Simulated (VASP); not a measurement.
Write the native input for VASP 6.6.1 that does the following.

- Task: single point
- Functional: r2SCAN
- Potentials or basis: VASP PAW PBE potentials, release 64 (Ga_d, N)
- Cutoff: 520 eV
- k mesh: 8 × 8 × 8
- Occupations: gaussian, width 0.01 eV
- Spin: no spin polarisation
- Dipole correction: no
- Further INCAR settings: ALGO = Normal; EDIFF = 1e-06; NBANDS = 16

GaN:

```
Ga N
1.0
     0.00000    2.28316    2.28316
     2.28316    0.00000    2.28316
     2.28316    2.28316    0.00000
Ga N
1 1
Direct
  0.00000 0.00000 0.00000
  0.75000 0.75000 0.75000
```

The input as run:

POSCAR

```
GaN
1.0
    0.0000000000      2.2831557297      2.2831557297
    2.2831557297      0.0000000000      2.2831557297
    2.2831557297      2.2831557297      0.0000000000
Ga N
1 1
Direct
    0.0000000000      0.0000000000      0.0000000000
    0.7500000000      0.7500000000      0.7500000000
```

INCAR.step1

```
SYSTEM = GaN
  ALGO = Normal
  EDIFF = 1E-4
  ENCUT = 520
  GGA = PE
  ISMEAR = 0
  LASPH = .True.
  LCHARG = .False.
  LREAL = .False.
  LWAVE = .True.
  NBANDS = 16
  NELM = 60
  PREC = Accurate
  SIGMA = 0.01
```

INCAR.step2

```
SYSTEM = GaN
  ALGO = Normal
  EDIFF = 1E-6
  ENCUT = 520
  ISIF = 2
  ISMEAR = 0
  ISTART = 1
  LASPH = .True.
  LCHARG = .True.
  LELF = .True.
  LMIXTAU = .True.
  LREAL = .False.
  LVHAR = .True.
  LWAVE = .False.
  METAGGA = R2SCAN
  NBANDS = 16
  NELM = 60
  PREC = Accurate
  SIGMA = 0.01
```

KPOINTS

```
k-points
0
Gamma
  8 8 8
  0 0 0
```

Potentials or basis: VASP PAW PBE potentials, release 64 (Ga_d, N).

Launch:

```bash
$ cat potpaw_PBE.64/Ga_d/POTCAR potpaw_PBE.64/N/POTCAR > POTCAR
$ cp INCAR.step1 INCAR
$ mpirun -np 1 vasp_std > vasp.out
$ cp INCAR.step2 INCAR
$ mpirun -np 1 vasp_std > vasp.out
```

It gave:

```
Pressure               : -7.0 GPa
Band gap on the k mesh : 1.86 eV, direct
```

Caveat: the PAW data sets were made with another functional, which shifts forces and pressure a little.

Run time: 43 s on 1 thread of Intel Xeon 6455B, with other jobs on the host, peak memory 0.15 GiB.
